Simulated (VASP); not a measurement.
Wanted: the native input for a VASP 6.6.1 run.

* Task: single point
* Functional: PBE
* Potentials or basis: VASP PAW PBE potentials, release 64 (Ge_d, Pt)
* Cutoff: 520 eV
* k mesh: 12 × 12 × 10
* Occupations: gaussian, width 0.1 eV
* Spin: no spin polarisation
* Dipole correction: no
* Further INCAR settings: ALGO = Normal; EDIFF = 1e-06; NBANDS = 32

The structure of GePt lies in POSCAR:

```
GePt
1.0
    4.5255269270      0.0000000000      0.0000000000
   -2.2627634635      3.9192212843      0.0000000000
    0.0000000000      0.0000000000      4.9485887097
Ge Pt
2 2
Direct
    0.3333333333      0.6666666667      0.0000000000
    0.6666666667      0.3333333333      0.0000000000
    0.3333333333      0.6666666667      0.5000000000
    0.6666666667      0.3333333333      0.5000000000
```

The cell was generated, and may not be a known phase.

These files were run (other wordings do the same):

INCAR

```
PREC = Accurate ; ENCUT = 520
EDIFF = 1E-6 ; ISMEAR = 0
SIGMA = 0.1 ; LREAL = False
LASPH = True ; NELM = 60
ALGO = Normal ; ISIF = 2
LWAVE = False ; LCHARG = False
GGA = PE ; NBANDS = 32
```

KPOINTS

```
Automatic mesh
0
Gamma
  12 12 10
```

Potentials or basis: VASP PAW PBE potentials, release 64 (Ge_d, Pt).

Command:

```console
$ cat potpaw_PBE.64/Ge_d/POTCAR potpaw_PBE.64/Pt/POTCAR > POTCAR
$ mpirun -np 1 vasp_std > vasp.out
```

Results of the run:

```yaml
Pressure: -0.1 GPa
Band_gap_on_the_k_mesh: zero (bands 24 and 25 overlap by 0.93 eV)
```

Caveat: spin-orbit coupling is left out, which moves the levels of the heavy elements.

It took 4.1 min on 1 thread of Intel(R) Xeon(R) Platinum 8488C (Sapphire Rapids), on a shared host, peak memory 0.41 GiB.
